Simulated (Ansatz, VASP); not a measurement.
## One calculation of SrEuSi3, two programs

The input POSCAR:

```
SrEuSi3
1.0
    0.0000000000      4.6120230000      0.0000000000
    4.6120230000      0.0000000000      0.0000000000
    2.3060110000      2.3060110000     -5.2987590000
Eu Si Sr
1 3 1
Direct
    0.0000000000      0.0000000000      0.0000000000
    0.7615000000      0.2615000000      0.4770000000
    0.2615000000      0.7615000000      0.4770000000
    0.4112000000      0.4112000000      0.1776000000
    0.6553000000      0.6553000000      0.6894000000
```

The input INCAR.step1:

```
PREC     = Accurate       # precision mode
ENCUT    = 520            # plane-wave cutoff, eV
EDIFF    = 1E-5           # SCF threshold, eV
ISMEAR   = -1             # smearing method
SIGMA    = 0.1            # smearing width, eV
LREAL    = False          # projectors in reciprocal space
LASPH    = True           # aspherical terms in the spheres
NELM     = 150            # most SCF steps
ALGO     = Normal         # electronic algorithm
ISIF     = 2              # what is computed and relaxed
LWAVE    = True           # write WAVECAR
LCHARG   = False          # write CHGCAR
ISPIN    = 2              # spin polarisation
MAGMOM   = 6.97 0 0 0 0   # initial moments
LORBIT   = 11             # projections on sites
LMAXMIX  = 6              # l up to which the mixer works
NBANDS   = 32             # bands
GGA      = PE             # functional
KPAR     = 4
```

File INCAR.step2:

```
PREC     = Accurate       # precision mode
ENCUT    = 520            # plane-wave cutoff, eV
EDIFF    = 1E-6           # SCF threshold, eV
ISMEAR   = -1             # smearing method
SIGMA    = 0.1            # smearing width, eV
LREAL    = False          # projectors in reciprocal space
LASPH    = True           # aspherical terms in the spheres
NELM     = 150            # most SCF steps
ALGO     = Normal         # electronic algorithm
ISIF     = 2              # what is computed and relaxed
LWAVE    = False          # write WAVECAR
LCHARG   = False          # write CHGCAR
ISPIN    = 2              # spin polarisation
MAGMOM   = 6.97 0 0 0 0   # initial moments
LORBIT   = 11             # projections on sites
LMAXMIX  = 6              # l up to which the mixer works
GGA      = PE             # functional
LHFCALC  = True           # exact exchange
HFSCREEN = 0.2079         # screening, 1/A
PRECFOCK = Fast         
NBANDS   = 32             # bands
ISTART   = 1            
KPAR     = 4
```

Contents of KPOINTS:

```
Automatic mesh
0
Gamma
  3 3 3
```

Input for Ansatz:

```yaml
crystal:
  lattice:
    - [0.0, 4.612023, 0.0]
    - [4.612023, 0.0, 0.0]
    - [2.306011, 2.306011, -5.298759]
  atoms:
    - { symbol: Eu, position: [0.0, 0.0, 0.0], spin: 6.97 }
    - { symbol: Si, position: [0.7615, 0.2615, 0.477] }
    - { symbol: Si, position: [0.2615, 0.7615, 0.477] }
    - { symbol: Sr, position: [0.6553, 0.6553, 0.6894] }
    - { symbol: Si, position: [0.4112, 0.4112, 0.1776] }
kpoints:
  mp_grid: { grid: [3, 3, 3], shift: [0, 0, 0] }
magnetization:
  spin_polarized: true
scf:
  occupations: { method: fermi_dirac }
hamiltonian:
  pseudopotentials: { kind: paw }
  xc: hse06
basis:
  ecutwfc: 420
  fft_grid_basis: typed
output:
  forces: true
  stress: true
  eigenvalues: true
  bader: true
  populations: true
  elf: true
  write_potential: true
  volumetric_format: npy
  dos:
    e_range: [-12, 8]
    de: 0.05
    projected: { site_lists: { Eu: [Eu], Si: [Si], Sr: [Sr] } }
```

Alike in both runs: task single point; functional HSE06; k mesh 3 × 3 × 3; collinear spin.

```csv
,VASP,Ansatz
version,VASP 6.6.1,Ansatz 0.2.0
potentials or method,"VASP PAW PBE potentials, release 64 (Eu, Si, Sr_sv), cutoff 520 eV",PAW plane waves
occupations,"fermi-dirac, width 0.1 eV",fermi-dirac
valence electrons in the cell,39,39
```

|  | VASP | Ansatz | Ansatz less VASP |
| --- | --- | --- | --- |
| pressure (GPa) | 11.0 | 11.1 | +0.08 |
| rms of the force components (eV/Å) | 1.829 | 1.822 | -0.0071 |
| net moment per atom (μB) | 1.50 | 1.51 | +0.005 |
| size of the moment on the site where the two differ most (μB) | 6.73 | 6.98 | +0.257 |

Site moments also hang on the region over which each program counts them. Ansatz's warnings: filled band counts differ across k points, stability check not made, stress exchange threshold loose, stress scf threshold loose.

The k mesh is coarse, so the values compare programs but aren't converged. Neither program's run includes spin-orbit coupling.
